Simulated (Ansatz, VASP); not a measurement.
# One calculation of KNb3O, two programs

INCAR

```
SYSTEM = KNb3O
ALGO     = Normal         ! electronic algorithm
EDIFF    = 1E-6           ! SCF threshold, eV
EDIFFG   = -0.04          ! ionic threshold
ENCUT    = 600            ! plane-wave cutoff, eV
GGA      = PE             ! functional
IBRION   = 2              ! ionic algorithm
ISIF     = 3              ! what is computed and relaxed
ISMEAR   = 0              ! smearing method
ISPIN    = 2              ! spin polarisation
LASPH    = .True.         ! aspherical terms in the spheres
LCHARG   = .False.        ! write CHGCAR
LMAXMIX  = 4              ! l up to which the mixer works
LORBIT   = 11             ! projections on sites
LREAL    = .False.        ! projectors in reciprocal space
LWAVE    = .False.        ! write WAVECAR
MAGMOM   = 0.04 -0.07 -0.07 0.97 -0.09 ! initial moments
NELM     = 150            ! most SCF steps
NSW      = 90             ! ionic steps
PREC     = Accurate       ! precision mode
SIGMA    = 0.1            ! smearing width, eV
```

KPOINTS

```
k-points
0
Gamma
  4 4 4
  0 0 0
```

File POSCAR:

```
KNb3O
1.0
    2.6509030200     -3.9534160700      0.0000000000
    2.6509030200      3.9534160700      0.0000000000
    0.0000000000      0.0000000000      5.0995269300
K Nb O
1 3 1
Direct
    0.5000000000      0.5000000000      0.0000000000
    0.1469929600      0.8530070400      0.0000000000
    0.8530070400      0.1469929600      0.0000000000
    0.5000000000      0.5000000000      0.5000000000
    0.0000000000      0.0000000000      0.5000000000
```

Input for Ansatz:

```yaml
crystal:
  lattice:
    - [2.65090302, -3.95341607, 0.0]
    - [2.65090302, 3.95341607, 0.0]
    - [0.0, 0.0, 5.09952693]
  atoms:
    - { symbol: K, position: [0.5, 0.5, 0.0] }
    - { symbol: Nb, position: [0.14699296, 0.85300704, 0.0] }
    - { symbol: Nb, position: [0.85300704, 0.14699296, 0.0] }
    - { symbol: Nb, position: [0.5, 0.5, 0.5] }
    - { symbol: O, position: [0.0, 0.0, 0.5] }
basis:
  ecutwfc: 420
kpoints:
  mp_grid: { grid: [4, 4, 4] }
hamiltonian:
  xc: pbe
scf:
  occupations: { method: gaussian, width: 0.1 }
  lower_state_search: "off"
output:
  forces: true
  stress: true
  eigenvalues: true
  populations: true
magnetization:
  spin_polarized: true
relax:
  adjacent_minimum: "off"
  f_tol: 0.04
  max_steps: 70
  cell: { stress_tol: 0.4 }
```

Alike in both runs: task relaxation of cell and atoms; functional PBE; k mesh 4 × 4 × 4; occupations gaussian, width 0.1 eV; collinear spin.

|  | VASP | Ansatz |
| --- | --- | --- |
| version | VASP 6.6.1 | Ansatz 0.2.0 |
| potentials or method | VASP PAW PBE potentials, release 64 (K_sv, Nb_sv, O), cutoff 600 eV | scalar-relativistic, plane waves, PAW |
| valence electrons in the cell | 54 | 54 |

```csv
,VASP,Ansatz,Ansatz less VASP
"gap on the k mesh at the Fermi level, each at its own relaxed structure (eV)",none,none,-
net moment per atom (μB),0.00,0.50,+0.503
size of the moment on the site where the two differ most (μB),0.00,0.88,+0.881
relaxed volume (Å³/atom),26.03,41.92,+15.893
relaxed length of the cell vector where the two differ most in proportion (Å),5.976,8.074,+2.0983
```

The net moments are unlike, so the other rows may belong to different states. Site moments also hang on the region over which each program counts them. A gap of «none» marks a metal or a gap that the smearing closes. Ansatz's warnings: cell relax basis refresh, no starting moments.

Noted on VASP's run: the volume moved by over 15 % at a fixed basis, so the end points are rough.
